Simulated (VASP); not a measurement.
# ZrTi3C4 in VASP: further runs, part 2 of 2

VASP 6.6.1. The steps go on from the part before.

## Step 4: Single point, PBE

File INCAR:

```
PREC     = Accurate       # precision mode
ENCUT    = 520            # plane-wave cutoff, eV
EDIFF    = 1E-6           # SCF threshold, eV
ISMEAR   = 0              # smearing method
SIGMA    = 0.2            # smearing width, eV
LREAL    = F              # projectors in reciprocal space
LASPH    = T              # aspherical terms in the spheres
NELM     = 100            # most SCF steps
ALGO     = Normal         # electronic algorithm
ISIF     = 2              # what is computed and relaxed
LWAVE    = F              # write WAVECAR
LCHARG   = F              # write CHGCAR
GGA      = PE             # functional
NBANDS   = 42             # bands
```

File KPOINTS:

```
Automatic mesh
0
Gamma
  8 4 4
```

File POSCAR:

```
ZrTi3C4
1.0
   -0.0005558092      0.0002006294      3.1412089667
    3.1367566444     -4.4312974085     -0.0008302226
    3.1379992298      4.4321374039     -0.0002751421
Zr Ti C
1 3 4
Direct
   -0.0000139376      0.5000075678      0.4999930604
    0.0000011482      0.0000035511     -0.0000088089
    0.4999690858      0.0000022939      0.4999991822
    0.4999689860      0.4999966261     -0.0000063181
    0.0000249612      0.7556290192      0.2443932190
    0.0000401532      0.2443711842      0.7556223914
    0.5000442603      0.7613451531      0.7613505286
    0.4999653430      0.2386446045      0.2386567452
```

Potentials or basis: VASP PAW PBE potentials, release 64 (Zr_sv, Ti_sv, C).

On the command line:

```sh
$ cat potpaw_PBE.64/Zr_sv/POTCAR potpaw_PBE.64/Ti_sv/POTCAR potpaw_PBE.64/C/POTCAR > POTCAR
$ mpirun -np 1 vasp_std > vasp.out
```

OUTCAR:

```text
PREC = Accurate
   ENCUT = 520
   EDIFF = 1E-6
   ISMEAR = 0
   LREAL = F
   LASPH = T
   NELM = 100
   ISIF = 2
   GGA = PE

 ion  position               nearest neighbor table
   1  1.000  0.500  0.500-   5 2.27   6 2.27   8 2.27   7 2.27   7 2.27   8 2.27   3 3.14   3 3.14
                             3 3.14   3 3.14   4 3.14   4 3.14   4 3.14   4 3.14   2 3.14   2 3.14
   2  0.000  0.000  1.000-   6 2.17   5 2.17   7 2.17   8 2.17   8 2.17   7 2.17   1 3.14   1 3.14

   3  0.500  0.000  0.500-   8 2.22   7 2.22   5 2.22   6 2.22   6 2.22   5 2.22   1 3.14   1 3.14
                             1 3.14   1 3.14
   4  0.500  0.500  1.000-   7 2.22   8 2.22   6 2.22   5 2.22   5 2.22   6 2.22   1 3.14   1 3.14
                             1 3.14   1 3.14
   5  0.000  0.756  0.244-   2 2.17   3 2.22   4 2.22   4 2.22   3 2.22   1 2.27
   6  0.000  0.244  0.756-   2 2.17   4 2.22   3 2.22   3 2.22   4 2.22   1 2.27
   7  0.500  0.761  0.761-   2 2.17   2 2.17   4 2.22   3 2.22   1 2.27   1 2.27
   8  0.500  0.239  0.239-   2 2.17   2 2.17   3 2.22   4 2.22   1 2.27   1 2.27

  LATTYP: Found a triclinic cell.
 ALAT       =     6.2715510841
 B/A-ratio  =     0.5008663694
 C/A-ratio  =     0.8659023350
 COS(alpha) =     0.0001007821
[... 204 lines left out ...]
      1     -47.3253      2.00000
      2     -47.3045      2.00000
      3     -47.1034      2.00000
      4     -38.2914      2.00000
      5     -23.7462      2.00000
      6     -23.6349      2.00000
[... 1069 lines left out ...]
     41      12.9139      0.00000
     42      13.5625      0.00000

 [... further k-points ...]

------------------------ aborting loop because EDIFF is reached ----------------------------------------

  FORCE on cell =-STRESS in cart. coord.  units (eV):
  Direction    XX          YY          ZZ          XY          YZ          ZX
  --------------------------------------------------------------------------------------
  -------------------------------------------------------------------------------------
  Total        0.1596492      0.2001300      0.2286345     -0.0249280     -0.0112966      0.0361725
  in kB        2.9282732      3.6707687      4.1935960     -0.4572278     -0.2072013      0.6634738
  external PRESSURE =       3.5975460 kB  Pullay stress =       0.0000000 kB

 VOLUME and BASIS-vectors are now :
 -----------------------------------------------------------------------------
  energy-cutoff  :      520.00
  volume of cell :       87.35
      direct lattice vectors                 reciprocal lattice vectors
    -0.000555809  0.000200629  3.141208967     0.000056083 -0.000019945  0.318348778
     3.136756644 -4.431297408 -0.000830223     0.159383863 -0.112845425  0.000035409
     3.137999230  4.432137404 -0.000275142     0.159353653  0.112800737  0.000020992

 POSITION                                       TOTAL-FORCE (eV/Angst)
 -----------------------------------------------------------------------------------
      3.13682      0.00056      3.14061        -0.000191      0.001352      0.000699
      3.13798      4.43208     -0.00027         0.000397      0.001216      0.000277
      1.56873      2.21616      1.57037        -0.000172     -0.000094      0.001319
      4.70607      2.21658      1.56982         0.000515      0.000136      0.001308
      3.13713     -2.26523     -0.00062        -0.000626     -0.001391     -0.000970
      3.13768      2.26614     -0.00028         0.000102     -0.000252     -0.001299
      4.77699      0.00076      1.56990        -0.004320     -0.000241     -0.001472
      1.49720      0.00035      1.57023         0.004294     -0.000725      0.000137
 -----------------------------------------------------------------------------------
    total drift:                                0.000024      0.000041     -0.000027

  FREE ENERGIE OF THE ION-ELECTRON SYSTEM (eV)
  ---------------------------------------------------
  free  energy   TOTEN  =       -75.1649722787 eV

  energy  without entropy=      -75.1479518537  energy(sigma->0) =      -75.15646207
```

stdout:

```text
POSCAR found type information on POSCAR ZrTiC
 POSCAR found :  3 types and       8 ions
 scaLAPACK will be used
 LDA part: xc-table for (Slater+PW92), standard interpolation
 POSCAR, INCAR and KPOINTS ok, starting setup
 FFT: planning ... GRIDC
 FFT: planning ... GRID_SOFT
 FFT: planning ... GRID
 WAVECAR not read
 entering main loop
```

Wall time 3.8 min (1 thread of Intel Xeon 8259CL, shared host); peak memory 0.33 GiB.

What came out:

```
Free energy            : -75.1650 eV
Pressure               : 0.4 GPa
Largest force          : 0.005 eV/Å
Band gap on the k mesh : zero (bands 32 and 33 overlap by 1.11 eV)
```

Forces on the atoms (eV/Å):
```
Zr   0.000  0.001  0.001
Ti   0.000  0.001  0.000
Ti   0.000  0.000  0.001
Ti   0.001  0.000  0.001
C   -0.001 -0.001 -0.001
C    0.000  0.000 -0.001
C   -0.004  0.000 -0.001
C    0.004 -0.001  0.000
```

Stress tensor (GPa, compression positive):
```
 0.29 -0.05  0.07
-0.05  0.37 -0.02
 0.07 -0.02  0.42
```

Levels at points of the mesh, in eV from the Fermi level:
| k point | band 30 | band 31 | band 32 | band 33 | band 34 | band 35 |
| --- | --- | --- | --- | --- | --- | --- |
| (0.00, 0.00, 0.00) | 0.03 | 0.77 | 0.78 | 0.80 | 1.47 | 1.50 |
| (0.50, 0.00, 0.00) | -2.45 | -2.21 | -2.18 | 1.95 | 2.44 | 2.56 |
| (0.00, 0.50, 0.00) | -1.69 | -1.57 | -1.56 | 1.42 | 1.49 | 1.68 |
| (0.50, 0.50, 0.00) | -1.81 | -1.67 | -1.65 | 1.38 | 1.38 | 1.44 |
| (0.00, 0.00, 0.50) | -1.69 | -1.57 | -1.56 | 1.42 | 1.48 | 1.68 |
| (0.50, 0.00, 0.50) | -1.81 | -1.67 | -1.65 | 1.38 | 1.39 | 1.44 |
| (0.00, 0.50, 0.50) | -0.51 | -0.43 | -0.41 | -0.32 | -0.28 | 1.95 |
| (0.50, 0.50, 0.50) | -1.58 | -0.22 | 0.04 | 0.05 | 0.25 | 2.59 |

## Step 5: Single point, PBE

File INCAR:

```
SYSTEM = ZrTi3C4
PREC = Accurate ; ENCUT = 520
EDIFF = 1E-7 ; ISMEAR = 0
SIGMA = 0.1 ; LREAL = .FALSE.
LASPH = .TRUE. ; NELM = 60
ALGO = Normal ; ISIF = 2
LWAVE = .FALSE. ; LCHARG = .FALSE.
GGA = PE ; NBANDS = 42
```

File KPOINTS:

```
Automatic mesh
0
G
  8 8 12
  0 0 0
```

File POSCAR:

```
ZrTi3C4
1.0
    3.1366240000     -4.4337270000      0.0000000000
    3.1366240000      4.4337270000      0.0000000000
    0.0000000000      0.0000000000      3.1431360000
Zr Ti C
1 3 4
Direct
    0.5000000000      0.5000000000      0.0000000000
    0.0000000000      0.0000000000      0.0000000000
    0.0000000000      0.5000000000      0.5000000000
    0.5000000000      0.0000000000      0.5000000000
    0.7555780000      0.2444220000      0.0000000000
    0.2444220000      0.7555780000      0.0000000000
    0.7613630000      0.7613630000      0.5000000000
    0.2386370000      0.2386370000      0.5000000000
```

On the command line:

```sh
$ cat potpaw_PBE.64/Zr_sv/POTCAR potpaw_PBE.64/Ti_sv/POTCAR potpaw_PBE.64/C/POTCAR > POTCAR
$ mpirun -np 1 vasp_std > vasp.out
```

Run time: 11 min. Hardware: 1 thread of Intel Xeon 8259CL, shared host; peak memory 0.53 GiB.

Results (log left out):

```
Free energy            : -75.1526 eV
Pressure               : 0.2 GPa
Largest force          : 0.006 eV/Å
Band gap on the k mesh : zero (bands 32 and 33 overlap by 1.11 eV)
```

Forces on the atoms (eV/Å):
```
Zr   0.000  0.000  0.000
Ti   0.000  0.000  0.000
Ti   0.000  0.000  0.000
Ti   0.000  0.000  0.000
C    0.000 -0.006  0.000
C    0.000  0.006  0.000
C    0.001  0.000  0.000
C   -0.001  0.000  0.000
```

Levels at points of the mesh, in eV from the Fermi level:
| k point | band 30 | band 31 | band 32 | band 33 | band 34 | band 35 |
| --- | --- | --- | --- | --- | --- | --- |
| (0.00, 0.00, 0.00) | -0.02 | 0.71 | 0.72 | 0.74 | 1.41 | 1.44 |
| (0.50, 0.00, 0.00) | -1.75 | -1.63 | -1.61 | 1.37 | 1.43 | 1.61 |
| (0.50, 0.50, 0.00) | -0.57 | -0.49 | -0.46 | -0.38 | -0.33 | 1.89 |
| (0.00, 0.00, 0.50) | -2.51 | -2.27 | -2.23 | 1.89 | 2.38 | 2.50 |
| (0.50, 0.00, 0.50) | -1.87 | -1.73 | -1.71 | 1.32 | 1.32 | 1.38 |
| (0.50, 0.50, 0.50) | -1.63 | -0.27 | -0.02 | 0.00 | 0.19 | 2.52 |

## Step 6: The runs side by side

```tsv
cell	k mesh	smearing	gap on the mesh (eV)	pressure (GPa)	largest force (eV/Å)
a = 3.143, b = 5.431, c = 5.431 Å, angles 109.4, 90.0, 90.0°, 8 atoms	8 × 4 × 4	gaussian 0.2 eV	none	0.1	0.01
a = 5.431, b = 5.431, c = 3.143 Å, angles 90.0, 90.0, 109.4°, 8 atoms	4 × 4 × 6	gaussian 0.1 eV	none	0.1	0.01
a = 3.141, b = 5.429, c = 5.431 Å, angles 109.4, 90.0, 90.0°, 8 atoms	8 × 4 × 4	gaussian 0.2 eV	none	0.4	-
a = 5.431, b = 5.431, c = 3.143 Å, angles 90.0, 90.0, 109.4°, 8 atoms	8 × 8 × 12	gaussian 0.1 eV	none	0.2	0.01
```

Alike in all rows: task single point; level PBE; potentials or basis VASP PAW PBE potentials, release 64 (Zr_sv, Ti_sv, C); no spin polarisation; cutoff (eV) 520.

Absolute energies hang on the potentials; compare differences alone.
